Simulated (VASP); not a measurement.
# Ti3Al (Fm-3m) in VASP: a series of runs

The runs below take Ti3Al through single point, with PBEsol.

Program: VASP 6.6.1. These are calculated values, not measurements. Logs are shortened: lines on timing, memory, paths and dates and some standing lists are left out, and cuts for length are marked.

### 1 The cell of the first run

It takes space group Fm-3m (No. 225, cubic). The conventional cell has a = 6.638 Å, b = 6.638 Å, c = 6.638 Å, α = 90.00°, β = 90.00°, γ = 90.00°. Within 3.8 Å of Ti (site symmetry -43m) lie 10 Ti at 2.87 to 3.32 Å and 4 Al at 2.87 Å. Ti (site symmetry m-3m) has 8 Ti at 2.87 Å and 6 Al at 3.32 Å within 3.8 Å. Within 3.8 Å of Al (site symmetry m-3m) lie 14 Ti at 2.87 to 3.32 Å.

### 2 Single point, PBEsol, collinear spin, ferromagnetic start

INCAR reads:

```
  PREC = Accurate
  ENCUT = 520
  EDIFF = 1E-6
  ISMEAR = 0
  SIGMA = 0.15
  LREAL = False
  LASPH = True
  NELM = 150
  ALGO = Fast
  ISIF = 2
  LWAVE = False
  LCHARG = True
  ISPIN = 2
  MAGMOM = 0.3 0.3 0.3 0
  LORBIT = 11
  NUPDOWN = 0.9
  LMAXMIX = 4
  GGA = PS
  LELF = True
  LVHAR = True
  NBANDS = 32
```

KPOINTS reads:

```
regular mesh
0
Gamma
  12 12 12
```

POSCAR reads:

```
Ti3Al
1.0
    0.0000000000      3.3188998145      3.3188998145
    3.3188998145      0.0000000000      3.3188998145
    3.3188998145      3.3188998145      0.0000000000
Ti Al
3 1
Direct
    0.7500000000      0.7500000000      0.7500000000
    0.2500000000      0.2500000000      0.2500000000
    0.0000000000      0.0000000000      0.0000000000
    0.5000000000      0.5000000000      0.5000000000
```

Potentials or basis: VASP PAW PBE potentials, release 64 (Ti_sv, Al).

The run is started by

```console
$ cat potpaw_PBE.64/Ti_sv/POTCAR potpaw_PBE.64/Al/POTCAR > POTCAR
$ mpirun -np 1 vasp_std > vasp.out
```

OUTCAR:

```text
PREC = Accurate
   ENCUT = 520
   EDIFF = 1E-6
   ISMEAR = 0
   LREAL = False
   LASPH = True
   NELM = 150
   ISIF = 2
   ISPIN = 2
   LORBIT = 11
   NUPDOWN = 0.9
   GGA = PS

 ion  position               nearest neighbor table
   1  0.750  0.750  0.750-   4 2.87   4 2.87   4 2.87   3 2.87   4 2.87   3 2.87   3 2.87   3 2.87

   2  0.250  0.250  0.250-   3 2.87   3 2.87   3 2.87   3 2.87   4 2.87   4 2.87   4 2.87   4 2.87

   3  0.000  0.000  0.000-   1 2.87   1 2.87   1 2.87   1 2.87   2 2.87   2 2.87   2 2.87   2 2.87

   4  0.500  0.500  0.500-   2 2.87   2 2.87   2 2.87   1 2.87   2 2.87   1 2.87   1 2.87   1 2.87

  LATTYP: Found a face centered cubic cell.
 ALAT       =     6.6377996290

  Lattice vectors:

 A1 = (   0.0000000000,   3.3188998145,   3.3188998145)
 A2 = (   3.3188998145,   0.0000000000,   3.3188998145)
 A3 = (   3.3188998145,   3.3188998145,   0.0000000000)

Analysis of symmetry for initial positions (statically):
=====================================================================
 Subroutine PRICEL returns:
 Original cell was already a primitive cell.

 Routine SETGRP: Setting up the symmetry group for a
 face centered cubic supercell.

 Subroutine GETGRP returns: Found 48 space group operations
 (whereof 48 operations were pure point group operations)
 out of a pool of 48 trial point group operations.

The static configuration has the point symmetry O_h .

Analysis of symmetry for dynamics (positions and initial velocities):
=====================================================================
 Subroutine PRICEL returns:
 Original cell was already a primitive cell.

 Routine SETGRP: Setting up the symmetry group for a
 face centered cubic supercell.

 Subroutine GETGRP returns: Found 48 space group operations
 (whereof 48 operations were pure point group operations)
 out of a pool of 48 trial point group operations.

The dynamic configuration has the point symmetry O_h .

Analysis of structural, dynamic, and magnetic symmetry:
=====================================================================
 Subroutine PRICEL returns:
 Original cell was already a primitive cell.

 Routine SETGRP: Setting up the symmetry group for a
 face centered cubic supercell.

 Subroutine GETGRP returns: Found 48 space group operations
 (whereof 48 operations were pure point group operations)
 out of a pool of 48 trial point group operations.

The overall configuration has the point symmetry O_h .

 Subroutine INISYM returns: Found 48 space group operations
 (whereof 48 operations are pure point group operations),
 and found     1 'primitive' translations

----------------------------------------------------------------------------------------

                                     Primitive cell

  volume of cell :      73.1160

  direct lattice vectors                    reciprocal lattice vectors
     0.000000000  3.318899814  3.318899814    -0.150652333  0.150652333  0.150652333
     3.318899814  0.000000000  3.318899814     0.150652333 -0.150652333  0.150652333
     3.318899814  3.318899814  0.000000000     0.150652333  0.150652333 -0.150652333

  length of vectors
     4.693633130  4.693633130  4.693633130     0.260937495  0.260937495  0.260937495

  position of ions in fractional coordinates (direct lattice)
     0.750000000  0.750000000  0.750000000
     0.250000000  0.250000000  0.250000000
     0.000000000  0.000000000  0.000000000
     0.500000000  0.500000000  0.500000000

  ion indices of the primitive-cell ions
   primitive index   ion index
                 1           1
                 2           2
                 3           3
                 4           4

----------------------------------------------------------------------------------------

 KPOINTS: regular mesh

Automatic generation of k-mesh.
 Grid dimensions read from file:
 generate k-points for:   12   12   12

 Generating k-lattice:

  Cartesian coordinates                     Fractional coordinates (reciprocal lattice)
    -0.012554361  0.012554361  0.012554361     0.083333333  0.000000000  0.000000000
     0.012554361 -0.012554361  0.012554361     0.000000000  0.083333333  0.000000000
     0.012554361  0.012554361 -0.012554361     0.000000000  0.000000000  0.083333333

  Length of vectors
     0.021744791  0.021744791  0.021744791

  Shift w.r.t. Gamma in fractional coordinates (k-lattice)
     0.000000000  0.000000000  0.000000000

 Subroutine IBZKPT returns following result:
 ===========================================

 Found     72 irreducible k-points:

 Following reciprocal coordinates:
            Coordinates               Weight
  0.000000  0.000000  0.000000      1.000000
  0.083333  0.000000  0.000000      8.000000
  0.166667  0.000000  0.000000      8.000000
  0.250000  0.000000  0.000000      8.000000
  0.333333  0.000000  0.000000      8.000000
  0.416667  0.000000  0.000000      8.000000
[... 16 lines left out ...]
  0.500000  0.166667  0.000000     24.000000
 -0.416667  0.166667  0.000000     24.000000
 [... further k-points ...]
   k-points           NKPTS =     72   k-points in BZ     NKDIM =     72   number of bands    NBANDS=     32
   number of dos      NEDOS =    301   number of ions     NIONS =      4
   total plane-waves  NPLWV =  46656
   dimension x,y,z NGX =    36 NGY =   36 NGZ =   36
   dimension x,y,z NGXF=    72 NGYF=   72 NGZF=   72
   ions per type =               3   1
   NGX,Y,Z   is equivalent  to a cutoff of  12.75, 12.75, 12.75 a.u.
   NGXF,Y,Z  is equivalent  to a cutoff of  25.50, 25.50, 25.50 a.u.
 SYSTEM =  unknown system
   PREC   = accura    normal or accurate (medium, high low for compatibility)
   ISTART =      0    job   : 0-new  1-cont  2-samecut
   ICHARG =      2    charge: 1-file 2-atom 10-const
   ISPIN  =      2    spin polarized calculation?
   LNONCOLLINEAR =      F non collinear calculations
   LSORBIT =      F    spin-orbit coupling
   LASPH  =      T    aspherical Exc in radial PAW
   ENCUT  =  520.0 eV  38.22 Ry    6.18 a.u.   8.73  8.73  8.73*2*pi/ulx,y,z
   NELM   =    150;   NELMIN=  2; NELMDL= -5     # of ELM steps
   EDIFF  = 0.1E-05   stopping-criterion for ELM
   LREAL  =      F    real-space projection
   EDIFFG = 0.1E-04   stopping-criterion for IOM
   NSW    =      0    number of steps for IOM
   IBRION =     -1    ionic relax: 0-MD 1-quasi-New 2-CG
   NFREE  =      0    steps in history (QN), initial steepest desc. (CG)
   ISIF   =      2    stress and relaxation
   ISYM   =      2    0-nonsym 1-usesym 2-fastsym
   POTIM  = 0.5000    time-step for ionic-motion
   TEBEG  =    0.0;   TEEND  =   0.0 temperature during run
   PSTRESS=    0.0 pullay stress
   NELECT =      39.0000    total number of electrons
   NUPDOWN=       0.9000    fix difference up-down
   EMIN   =  10.00;   EMAX   =-10.00  energy-range for DOS
   EFERMI =   0.00;   METHOD = LEGACY
   ISMEAR =     0;   SIGMA  =   0.15  broadening in eV -4-tet -1-fermi 0-gaus
   EFERMI_NEDOS =   21; number of points for ismear=-14 and -15
   IALGO  =     68    algorithm
   IMIX   =      4    mixing-type and parameters
     AMIX     =   0.40;   BMIX     =  1.00
     AMIX_MAG =   1.60;   BMIX_MAG =  1.00
  volume/ion in A,a.u.               =      18.28       123.35
  Fermi-wavevector in a.u.,A,eV,Ry     =   1.327676  2.508945 23.983323  1.762725
  Thomas-Fermi vector in A             =   2.456971
   LORBIT       =     11    0 simple, 1 ext, 2 COOP (PROOUT), +10 PAW based schemes
   GGA     = PS    functional components
   LHFCALC =     F    Hartree Fock is set to
   AEXX    =    0.0000 exact exchange contribution
   IVDW    =     0    specifies the selected vdW correction
   LEPSILON=     F    determine dielectric tensor
   LRPA    =     F    only Hartree local field effects (RPA)
 spin polarized calculation
 RMM-DIIS sequential band-by-band and
 Gauss-broadening in eV      SIGMA  =   0.15
  energy-cutoff  :      520.00
  volume of cell :       73.12
 maximum number of plane-waves:      1996
   NGX = 17   NGY = 17   NGZ = 17

 number of electron      38.9999997 magnetization       0.9000000

 Free energy of the ion-electron system (eV)
  ---------------------------------------------------
  ext. energy  EPLUGINS =         0.00000000
  ---------------------------------------------------
  free energy    TOTEN  =       -29.41705272 eV

  energy without entropy =      -29.34040106  energy(sigma->0) =      -29.37872689

 E-fermi :   7.2437     XC(G=0): -11.0110

 val. band max:        7.2426891235   @ k =   0.4167   0.1667   0.0833
 cond. band min:       7.1403752712   @ k =  -0.3333   0.4167   0.0833
 fundamental gap:     -0.1023138523
 Fermi energy:         7.1291583827

 spin component 1

 k-point     1 :       0.0000    0.0000    0.0000
  band No.  band energies     occupation
      1     -49.4122      1.00000
      2     -49.3387      1.00000
      3     -49.2744      1.00000
      4     -25.8193      1.00000
      5     -25.8193      1.00000
      6     -25.8193      1.00000
[... 805 lines left out ...]
     30      11.1157      0.00000
     31      11.3556      0.00000

 [... further k-points ...]

 spin component 2

 k-point     1 :       0.0000    0.0000    0.0000
  band No.  band energies     occupation
      1     -49.3463      1.00000
      2     -49.3151      1.00000
      3     -48.7449      1.00000
      4     -25.7174      1.00000
      5     -25.7174      1.00000
      6     -25.7174      1.00000
[... 805 lines left out ...]
     30      11.2699      0.00000
     31      11.4732      0.00000

 [... further k-points ...]

 [bands above 31 left out]

------------------------ aborting loop because EDIFF is reached ----------------------------------------

  FORCE on cell =-STRESS in cart. coord.  units (eV):
  Direction    XX          YY          ZZ          XY          YZ          ZX
  --------------------------------------------------------------------------------------
  -------------------------------------------------------------------------------------
  Total       -5.2361170     -5.2361170     -5.2361170     -0.0000000      0.0000000     -0.0000000
  in kB     -114.7380590   -114.7380590   -114.7380590     -0.0000000      0.0000000     -0.0000000
  external PRESSURE =    -114.7380590 kB  Pullay stress =       0.0000000 kB

 VOLUME and BASIS-vectors are now :
 -----------------------------------------------------------------------------
  energy-cutoff  :      520.00
  volume of cell :       73.12
      direct lattice vectors                 reciprocal lattice vectors
     0.000000000  3.318899814  3.318899814    -0.150652333  0.150652333  0.150652333
     3.318899814  0.000000000  3.318899814     0.150652333 -0.150652333  0.150652333
     3.318899814  3.318899814  0.000000000     0.150652333  0.150652333 -0.150652333

 POSITION                                       TOTAL-FORCE (eV/Angst)
 -----------------------------------------------------------------------------------
      4.97835      4.97835      4.97835         0.000000      0.000000     -0.000000
      1.65945      1.65945      1.65945        -0.000000     -0.000000      0.000000
      0.00000      0.00000      0.00000         0.000000      0.000000      0.000000
      3.31890      3.31890      3.31890         0.000000      0.000000      0.000000
 -----------------------------------------------------------------------------------
    total drift:                                0.000000      0.000000      0.000000

  FREE ENERGIE OF THE ION-ELECTRON SYSTEM (eV)
  ---------------------------------------------------
  free  energy   TOTEN  =       -29.4170527234 eV

  energy  without entropy=      -29.3404010581  energy(sigma->0) =      -29.37872689

 total charge

# of ion       s       p       d       tot
------------------------------------------
    1        2.201   6.106   1.858  10.165
    2        2.201   6.106   1.858  10.165
    3        2.237   6.077   1.918  10.232
    4        0.398   0.384   0.000   0.782
--------------------------------------------------
tot          7.037  18.673   5.633  31.343

 magnetization (x)

# of ion       s       p       d       tot
------------------------------------------
    1        0.000   0.013   0.021   0.034
    2        0.000   0.013   0.021   0.034
    3        0.009   0.010   0.616   0.635
    4       -0.003  -0.008   0.000  -0.011
--------------------------------------------------
tot          0.006   0.028   0.658   0.692
```

Wall time 26 min (1 thread of Oxide Virtual Turin-like, shared host); peak memory 0.36 GiB.

What came out:

```
Free energy                                           : -29.4171 eV
Pressure                                              : -11.5 GPa
Net moment                                            : 0.90 μB per cell
Site moments                                          : Ti +0.03, +0.64; Al -0.01 μB
Valence electrons inside the program's atomic spheres : Ti 10.16, 10.23; Al 0.78
```

Caveat: the PAW data sets were made with another functional, which shifts forces and pressure a little; the total moment is fixed, so each spin has its own Fermi level.

### 3 Single point, PBEsol, collinear spin, ferromagnetic start

This run uses another cell than the first one, of 15.23 Å³/atom, 0.833 times its volume.

INCAR reads:

```
PREC = Accurate
ENCUT = 520
EDIFF = 1E-6
ISMEAR = 0
SIGMA = 0.15
LREAL = False
LASPH = True
NELM = 150
ALGO = Normal
ISIF = 2
LWAVE = False
LCHARG = True
ISPIN = 2
MAGMOM = 0.7 0.7 0.7 0
LORBIT = 11
NUPDOWN = 2.1
LMAXMIX = 4
GGA = PS
LELF = True
LVHAR = True
NBANDS = 32
```

KPOINTS is that of step 2.

POSCAR reads:

```
Ti3Al
1.0
    0.0000000000      3.1231701287      3.1231701287
    3.1231701287      0.0000000000      3.1231701287
    3.1231701287      3.1231701287      0.0000000000
Ti Al
3 1
Direct
    0.7500000000      0.7500000000      0.7500000000
    0.2500000000      0.2500000000      0.2500000000
    0.0000000000      0.0000000000      0.0000000000
    0.5000000000      0.5000000000      0.5000000000
```

Potentials or basis: VASP PAW PBE potentials, release 64 (Ti_sv, Al).

The run is started by

```console
$ cat potpaw_PBE.64/Ti_sv/POTCAR potpaw_PBE.64/Al/POTCAR > POTCAR
$ mpirun -np 1 vasp_std > vasp.out
```

Wall time 7.2 min (1 thread of Oxide Virtual Turin-like, shared host); peak memory 0.33 GiB.

It converged, with:

| Item | Value |
| --- | --- |
| Free energy | -29.6401 eV |
| Pressure | 9.1 GPa |
| Net moment | 2.10 μB per cell |
| Site moments | Ti +0.32, +0.95; Al -0.01 μB |
| Valence electrons inside the program's atomic spheres | Ti 10.37, 10.45; Al 0.87 |

Caveat: the PAW data sets were made with another functional, which shifts forces and pressure a little; the total moment is fixed, so each spin has its own Fermi level.

### 4 Single point, PBEsol, collinear spin, ferromagnetic start

This run uses another cell than the first one, of 16.25 Å³/atom, 0.889 times its volume.

INCAR reads:

```
PREC     = Accurate       # precision mode
ENCUT    = 520            # plane-wave cutoff, eV
EDIFF    = 1E-6           # SCF threshold, eV
ISMEAR   = 0              # smearing method
SIGMA    = 0.15           # smearing width, eV
LREAL    = F              # projectors in reciprocal space
LASPH    = T              # aspherical terms in the spheres
NELM     = 150            # most SCF steps
ALGO     = Normal         # electronic algorithm
ISIF     = 2              # what is computed and relaxed
LWAVE    = F              # write WAVECAR
LCHARG   = T              # write CHGCAR
ISPIN    = 2              # spin polarisation
MAGMOM   = 0.2 0.2 0.2 0  # initial moments
LORBIT   = 11             # projections on sites
NUPDOWN  = 0.6            # fixed moment
LMAXMIX  = 4              # l up to which the mixer works
GGA      = PS             # functional
LELF     = T              # ELF
LVHAR    = T            
NBANDS   = 32             # bands
```

KPOINTS is that of step 3.

POSCAR reads:

```
Ti3Al
1.0
    0.0000000000      3.1911121595      3.1911121595
    3.1911121595      0.0000000000      3.1911121595
    3.1911121595      3.1911121595      0.0000000000
Ti Al
3 1
Direct
    0.7500000000      0.7500000000      0.7500000000
    0.2500000000      0.2500000000      0.2500000000
    0.0000000000      0.0000000000      0.0000000000
    0.5000000000      0.5000000000      0.5000000000
```

The run is started by

```console
$ cat potpaw_PBE.64/Ti_sv/POTCAR potpaw_PBE.64/Al/POTCAR > POTCAR
$ mpirun -np 1 vasp_std > vasp.out
```

Run time: 9.9 min. Hardware: 1 thread of Oxide Virtual Turin-like, shared host; peak memory 0.34 GiB.

Results (log left out):

- Free energy: -29.7346 eV
- Pressure: -0.7 GPa
- Net moment: 0.60 μB per cell
- Site moments: Ti +0.04, +0.41; Al -0.01 μB
- Valence electrons inside the program's atomic spheres: Ti 10.29, 10.36; Al 0.84

Caveat: the PAW data sets were made with another functional, which shifts forces and pressure a little; the total moment is fixed, so each spin has its own Fermi level.

### 5 Overview

| fixed moment (μB) | cell | pressure (GPa) | moment (μB) |
| --- | --- | --- | --- |
| 0.9 | a = 4.694 Å, angles 60.0°, 4 atoms | -11.5 | 0.90 |
| 2.1 | a = 4.417 Å, angles 60.0°, 4 atoms | 9.1 | 2.10 |
| 0.6 | a = 4.513 Å, angles 60.0°, 4 atoms | -0.7 | 0.60 |

Alike in all rows: task single point; level PBEsol; potentials or basis VASP PAW PBE potentials, release 64 (Ti_sv, Al); spin collinear, ferromagnetic start; k mesh 12 × 12 × 12; cutoff (eV) 520; smearing gaussian 0.15 eV.

Caveats: the PAW data sets were made with another functional, which shifts forces and pressure a little; the total moment is fixed, so each spin has its own Fermi level.

Absolute energies hang on the potentials; compare differences alone.
